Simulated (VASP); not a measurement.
# P in VASP: further runs

The runs below take P through single point, with PBE.

All numbers are computed with VASP 6.6.1; they aren't measurements. Logs are shortened: lines on timing, memory, paths and dates and some standing lists are left out, and cuts for length are marked.

### 1 The cell of the first run

The typed cell holds 6 atoms: a = 6.888 Å, b = 6.888 Å, c = 6.888 Å, α = 150.24°, β = 139.61°, γ = 50.96°.

The cell was built from a structure type or drawn by symmetry, and may not be a known phase.

### 2 Single point, PBE

The input, INCAR:

```
SYSTEM = P
  ALGO = Normal
  EDIFF = 1E-6
  ENCUT = 520
  GGA = PE
  ISIF = 2
  ISMEAR = 0
  LASPH = .TRUE.
  LCHARG = .TRUE.
  LELF = .TRUE.
  LREAL = .FALSE.
  LVHAR = .TRUE.
  LWAVE = .FALSE.
  NBANDS = 24
  NELM = 100
  PREC = Accurate
  SIGMA = 0.1
```

The input, KPOINTS:

```
k-points
0
G
  6 6 6
  0 0 0
```

The input, POSCAR:

```
P
1.0
   -1.7685846914      2.3776071767      6.2181186866
    1.7685846914     -2.3776071767      6.2181186866
    1.7685846914      2.3776071767     -6.2181186866
P
6
Direct
    0.2499824972      0.0000000000      0.2499824972
    0.7500175028      0.0000000000      0.7500175028
    0.9374258593      0.1873944434      0.7500314160
    0.5626369726      0.8126055566      0.7500314160
    0.4373630274      0.1873944434      0.2499685840
    0.0625741407      0.8126055566      0.2499685840
```

Potentials or basis: VASP PAW PBE potentials, release 64 (P).

The run is started by

```
> cat potpaw_PBE.64/P/POTCAR > POTCAR
> mpirun -np 1 vasp_std > vasp.out
```

OUTCAR:

```text
SYSTEM = P
   EDIFF = 1E-6
   ENCUT = 520
   GGA = PE
   ISIF = 2
   ISMEAR = 0
   LASPH = .TRUE.
   LREAL = .FALSE.
   NELM = 100
   PREC = Accurate

 ion  position               nearest neighbor table
   1  0.250  0.000  0.250-   6 2.33   5 2.33   2 2.38   2 2.38
   2  0.750  0.000  0.750-   3 2.33   4 2.33   1 2.38   1 2.38
   3  0.937  0.187  0.750-   2 2.33   6 2.36   6 2.36   5 2.38   5 2.38
   4  0.563  0.813  0.750-   2 2.33   5 2.36   5 2.36   6 2.38   6 2.38
   5  0.437  0.187  0.250-   1 2.33   4 2.36   4 2.36   3 2.38   3 2.38
   6  0.063  0.813  0.250-   1 2.33   3 2.36   3 2.36   4 2.38   4 2.38

  LATTYP: Found a body centered orthorhombic cell.
 ALAT       =     3.5371693828
 B/A-ratio  =     1.3443558503
 C/A-ratio  =     3.5158727297

  Lattice vectors:

 A1 = (  -1.7685846914,   2.3776071767,   6.2181186866)
 A2 = (   1.7685846914,  -2.3776071767,   6.2181186866)
 A3 = (   1.7685846914,   2.3776071767,  -6.2181186866)

Analysis of symmetry for initial positions (statically):
=====================================================================
 Subroutine PRICEL returns:
 Original cell was already a primitive cell.

 Routine SETGRP: Setting up the symmetry group for a
 body centered orthorhombic supercell.

 Subroutine GETGRP returns: Found  8 space group operations
 (whereof  8 operations were pure point group operations)
 out of a pool of  8 trial point group operations.

The static configuration has the point symmetry D_2h.

Analysis of symmetry for dynamics (positions and initial velocities):
=====================================================================
 Subroutine PRICEL returns:
 Original cell was already a primitive cell.

 Routine SETGRP: Setting up the symmetry group for a
 body centered orthorhombic supercell.

 Subroutine GETGRP returns: Found  8 space group operations
 (whereof  8 operations were pure point group operations)
 out of a pool of  8 trial point group operations.

The dynamic configuration has the point symmetry D_2h.

 Subroutine INISYM returns: Found  8 space group operations
 (whereof  8 operations are pure point group operations),
 and found     1 'primitive' translations

----------------------------------------------------------------------------------------

                                     Primitive cell

  volume of cell :     104.5887

  direct lattice vectors                    reciprocal lattice vectors
    -1.768584691  2.377607177  6.218118687     0.000000000  0.210295462  0.080410173
     1.768584691 -2.377607177  6.218118687     0.282711935  0.000000000  0.080410173
     1.768584691  2.377607177 -6.218118687     0.282711935  0.210295462  0.000000000

  length of vectors
     6.888098990  6.888098990  6.888098990     0.225144348  0.293924878  0.352349570

  position of ions in fractional coordinates (direct lattice)
     0.249982497  0.000000000  0.249982497
     0.750017503  0.000000000  0.750017503
     0.937425859  0.187394443  0.750031416
     0.562636973  0.812605557  0.750031416
     0.437363027  0.187394443  0.249968584
     0.062574141  0.812605557  0.249968584

  ion indices of the primitive-cell ions
   primitive index   ion index
                 1           1
                 2           2
                 3           3
                 4           4
                 5           5
                 6           6

----------------------------------------------------------------------------------------

 KPOINTS: k-points

Automatic generation of k-mesh.
 Grid dimensions read from file:
 generate k-points for:    6    6    6

 Generating k-lattice:

  Cartesian coordinates                     Fractional coordinates (reciprocal lattice)
     0.000000000  0.035049244  0.013401696     0.166666667  0.000000000  0.000000000
     0.047118656  0.000000000  0.013401696     0.000000000  0.166666667  0.000000000
     0.047118656  0.035049244  0.000000000     0.000000000  0.000000000  0.166666667

  Length of vectors
     0.037524058  0.048987480  0.058724928

  Shift w.r.t. Gamma in fractional coordinates (k-lattice)
     0.000000000  0.000000000  0.000000000

 Subroutine IBZKPT returns following result:
 ===========================================

 Found     46 irreducible k-points:

 Following reciprocal coordinates:
            Coordinates               Weight
  0.000000  0.000000  0.000000      1.000000
  0.166667  0.000000  0.000000      4.000000
  0.333333  0.000000  0.000000      4.000000
  0.500000  0.000000  0.000000      2.000000
  0.000000  0.166667  0.000000      4.000000
  0.166667  0.166667  0.000000      8.000000
[... 16 lines left out ...]
 -0.166667  0.166667  0.166667      2.000000
  0.166667  0.333333  0.166667      4.000000
 [... further k-points ...]
   k-points           NKPTS =     46   k-points in BZ     NKDIM =     46   number of bands    NBANDS=     24
   number of dos      NEDOS =    301   number of ions     NIONS =      6
   total plane-waves  NPLWV = 157464
   dimension x,y,z NGX =    54 NGY =   54 NGZ =   54
   dimension x,y,z NGXF=   108 NGYF=  108 NGZF=  108
   ions per type =               6
   NGX,Y,Z   is equivalent  to a cutoff of  13.03, 13.03, 13.03 a.u.
   NGXF,Y,Z  is equivalent  to a cutoff of  26.07, 26.07, 26.07 a.u.
 SYSTEM =  P
   PREC   = accura    normal or accurate (medium, high low for compatibility)
   ISTART =      0    job   : 0-new  1-cont  2-samecut
   ICHARG =      2    charge: 1-file 2-atom 10-const
   ISPIN  =      1    spin polarized calculation?
   LNONCOLLINEAR =      F non collinear calculations
   LSORBIT =      F    spin-orbit coupling
   LASPH  =      T    aspherical Exc in radial PAW
   ENCUT  =  520.0 eV  38.22 Ry    6.18 a.u.  12.81 12.81 12.81*2*pi/ulx,y,z
   NELM   =    100;   NELMIN=  2; NELMDL= -5     # of ELM steps
   EDIFF  = 0.1E-05   stopping-criterion for ELM
   LREAL  =      F    real-space projection
   EDIFFG = 0.1E-04   stopping-criterion for IOM
   NSW    =      0    number of steps for IOM
   IBRION =     -1    ionic relax: 0-MD 1-quasi-New 2-CG
   NFREE  =      0    steps in history (QN), initial steepest desc. (CG)
   ISIF   =      2    stress and relaxation
   ISYM   =      2    0-nonsym 1-usesym 2-fastsym
   POTIM  = 0.5000    time-step for ionic-motion
   TEBEG  =    0.0;   TEEND  =   0.0 temperature during run
   PSTRESS=    0.0 pullay stress
   NELECT =      30.0000    total number of electrons
   NUPDOWN=      -1.0000    fix difference up-down
   EMIN   =  10.00;   EMAX   =-10.00  energy-range for DOS
   EFERMI =   0.00;   METHOD = LEGACY
   ISMEAR =     0;   SIGMA  =   0.10  broadening in eV -4-tet -1-fermi 0-gaus
   EFERMI_NEDOS =   21; number of points for ismear=-14 and -15
   IALGO  =     38    algorithm
   IMIX   =      4    mixing-type and parameters
     AMIX     =   0.40;   BMIX     =  1.00
     AMIX_MAG =   1.60;   BMIX_MAG =  1.00
  volume/ion in A,a.u.               =      17.43       117.63
  Fermi-wavevector in a.u.,A,eV,Ry     =   1.079660  2.040261 15.859839  1.165665
  Thomas-Fermi vector in A             =   2.215631
   LORBIT       =      0    0 simple, 1 ext, 2 COOP (PROOUT), +10 PAW based schemes
   GGA     = PE    functional components
   LHFCALC =     F    Hartree Fock is set to
   AEXX    =    0.0000 exact exchange contribution
   IVDW    =     0    specifies the selected vdW correction
   LEPSILON=     F    determine dielectric tensor
   LRPA    =     F    only Hartree local field effects (RPA)
 non-spin polarized calculation
 Gauss-broadening in eV      SIGMA  =   0.10
  energy-cutoff  :      520.00
  volume of cell :      104.59
 maximum number of plane-waves:      2842
 NGX is ok and might be reduce to    54

 number of electron      29.9999999 magnetization

 Free energy of the ion-electron system (eV)
  ---------------------------------------------------
  ext. energy  EPLUGINS =         0.00000000
  ---------------------------------------------------
  free energy    TOTEN  =       -30.62140109 eV

  energy without entropy =      -30.61350082  energy(sigma->0) =      -30.61745096

 E-fermi :   7.3125     XC(G=0): -10.2444

 val. band max:        7.2860218036   @ k =  -0.3333  -0.3333   0.1667
 cond. band min:       7.3161464393   @ k =   0.5000  -0.3333   0.1667
 fundamental gap:      0.0301246357
 Fermi energy:         7.3125294757

 k-point     1 :       0.0000    0.0000    0.0000
  band No.  band energies     occupation
      1      -8.7531      2.00000
      2      -5.2516      2.00000
      3      -4.5016      2.00000
      4      -3.5828      2.00000
      5      -1.9335      2.00000
      6      -0.7291      2.00000
[... 16 lines left out ...]
     23      12.3938      0.00000
     24      13.6814      0.00000

 k-point     2 :       0.1667    0.0000    0.0000
  band No.  band energies     occupation
      1      -8.5669      2.00000
      2      -5.3388      2.00000
      3      -4.4941      2.00000
      4      -4.0324      2.00000
      5      -2.8069      2.00000
      6       0.4285      2.00000
[... 16 lines left out ...]
     23      11.8869      0.00000
     24      13.1602      0.00000

 k-point     3 :       0.3333    0.0000    0.0000
  band No.  band energies     occupation
      1      -8.0130      2.00000
      2      -5.8939      2.00000
      3      -5.2402      2.00000
      4      -3.9563      2.00000
      5      -2.9898      2.00000
      6       0.1898      2.00000
[... 16 lines left out ...]
     23      12.3375      0.00000
     24      12.5188      0.00000
[... 514 lines left out ...]
 k-point    23 :      -0.1667    0.1667    0.1667
  band No.  band energies     occupation
      1      -7.8583      2.00000
      2      -5.1111      2.00000
      3      -4.6963      2.00000
      4      -2.5176      2.00000
      5      -1.7506      2.00000
      6      -0.2638      2.00000
[... 16 lines left out ...]
     23      13.1758      0.00000
     24      14.1264      0.00000

 k-point    24 :       0.1667    0.3333    0.1667
  band No.  band energies     occupation
      1      -6.3977      2.00000
      2      -5.5712      2.00000
      3      -4.4324      2.00000
      4      -3.6177      2.00000
      5      -3.4356      2.00000
      6      -1.5008      2.00000
[... 16 lines left out ...]
     23      12.4314      0.00000
     24      13.5208      0.00000

 [... further k-points ...]

------------------------ aborting loop because EDIFF is reached ----------------------------------------

  FORCE on cell =-STRESS in cart. coord.  units (eV):
  Direction    XX          YY          ZZ          XY          YZ          ZX
  --------------------------------------------------------------------------------------
  -------------------------------------------------------------------------------------
  Total       -0.0866561     -0.1735416     -0.1481902      0.0000000      0.0000000      0.0000000
  in kB       -1.3274706     -2.6584538     -2.2701008      0.0000000      0.0000000      0.0000000
  external PRESSURE =      -2.0853417 kB  Pullay stress =       0.0000000 kB

 VOLUME and BASIS-vectors are now :
 -----------------------------------------------------------------------------
  energy-cutoff  :      520.00
  volume of cell :      104.59
      direct lattice vectors                 reciprocal lattice vectors
    -1.768584691  2.377607177  6.218118687     0.000000000  0.210295462  0.080410173
     1.768584691 -2.377607177  6.218118687     0.282711935  0.000000000  0.080410173
     1.768584691  2.377607177 -6.218118687     0.282711935  0.210295462  0.000000000

 POSITION                                       TOTAL-FORCE (eV/Angst)
 -----------------------------------------------------------------------------------
      0.00000      1.18872      0.00000        -0.000000      0.000696     -0.000000
      0.00000      3.56649      0.00000         0.000000     -0.000696     -0.000000
      0.00000      3.56656      2.33048         0.000000     -0.001596      0.006885
      1.76858      1.18895      3.88764        -0.000000     -0.001596     -0.006885
      0.00000      1.18865      2.33048         0.000000      0.001596      0.006885
      1.76858     -1.18895      3.88764        -0.000000      0.001596     -0.006885
 -----------------------------------------------------------------------------------
    total drift:                                0.000000     -0.000000      0.000000

  FREE ENERGIE OF THE ION-ELECTRON SYSTEM (eV)
  ---------------------------------------------------
  free  energy   TOTEN  =       -30.6214010893 eV

  energy  without entropy=      -30.6135008213  energy(sigma->0) =      -30.61745096
```

Wall time 2.5 min (1 thread of Intel Xeon 6975P-C (Granite Rapids), shared host); peak memory 0.4 GiB.

What came out:

```yaml
Free_energy: -30.6214 eV
Pressure: -0.2 GPa
Largest_force: 0.007 eV/Å
Band_gap_on_the_k_mesh: zero (bands 15 and 16 overlap by 1.59 eV)
```

Forces on the atoms (eV/Å):
```
P    0.000  0.001  0.000
P    0.000 -0.001  0.000
P    0.000 -0.002  0.007
P    0.000 -0.002 -0.007
P    0.000  0.002  0.007
P    0.000  0.002 -0.007
```

Levels at points of the mesh, in eV from the Fermi level:
| k point | band 13 | band 14 | band 15 | band 16 | band 17 | band 18 |
| --- | --- | --- | --- | --- | --- | --- |
| (0.00, 0.00, 0.00) | -2.46 | -1.85 | -1.47 | 0.63 | 2.45 | 2.69 |
| (0.50, 0.00, 0.00) | -0.92 | -0.92 | -0.16 | -0.16 | 1.12 | 1.12 |
| (0.00, 0.50, 0.00) | -4.00 | -0.83 | -0.48 | -0.38 | 0.52 | 2.02 |
| (0.50, 0.50, 0.00) | -1.34 | -1.34 | -0.90 | -0.90 | 0.65 | 0.65 |
| (0.50, 0.50, 0.50) | -0.99 | -0.85 | 0.57 | 1.81 | 1.86 | 2.05 |

### 3 Single point, PBE

This run uses another cell than the first one: it holds 3 atoms, not 6.

The input, INCAR:

```
ALGO = Normal
EDIFF = 1E-6
ENCUT = 520
GGA = PE
ISIF = 2
ISMEAR = 0
LASPH = True
LCHARG = False
LREAL = False
LWAVE = False
NBANDS = 14
NELM = 100
PREC = Accurate
SIGMA = 0.1
```

The input, KPOINTS:

```
k-points
0
Gamma
  14 14 20
```

The input, POSCAR:

```
P
1.0
    1.7763693502     -6.2172941094      0.0000000000
    1.7763693502      6.2172941094      0.0000000000
    0.0000000000      0.0000000000      2.3804386932
P
3
Direct
    0.0000000000      0.0000000000      0.5000000000
    0.8108284615      0.1891715385      0.5000000000
    0.1891715385      0.8108284615      0.5000000000
```

Potentials or basis: VASP PAW PBE potentials, release 64 (P).

The run is started by

```
> cat potpaw_PBE.64/P/POTCAR > POTCAR
> mpirun -np 1 vasp_std > vasp.out
```

It took 2.8 min on 1 thread of Intel Xeon 6975P-C (Granite Rapids), shared host; peak memory 0.44 GiB.

It converged, with:

- Free energy: -15.2895 eV
- Pressure: -0.2 GPa
- Largest force: 0.014 eV/Å
- Band gap on the k mesh: zero (an odd number of electrons rules out a gap without spin polarisation)

Forces on the atoms (eV/Å):
```
P    0.000  0.000  0.000
P    0.000  0.014  0.000
P    0.000 -0.014  0.000
```

Stress tensor (GPa, compression positive):
```
-0.18  0.00  0.00
 0.00 -0.26  0.00
 0.00  0.00 -0.25
```

Levels at points of the mesh, in eV from the Fermi level:
```csv
k point,band 5,band 6,band 7,band 8,band 9,band 10
"(0.00, 0.00, 0.00)",-3.05,-2.32,-1.72,0.62,2.59,4.19
"(0.50, 0.00, 0.00)",-5.06,-4.52,-0.66,0.76,5.58,6.79
"(0.50, 0.50, 0.00)",-4.95,-1.04,-0.80,0.78,3.57,4.13
"(0.00, 0.00, 0.50)",-5.27,-4.49,-1.48,1.93,1.94,2.21
"(0.50, 0.00, 0.50)",-6.11,-4.39,-3.86,-0.32,-0.30,2.17
"(0.50, 0.50, 0.50)",-3.47,-2.94,-2.62,-1.55,2.74,3.05
```
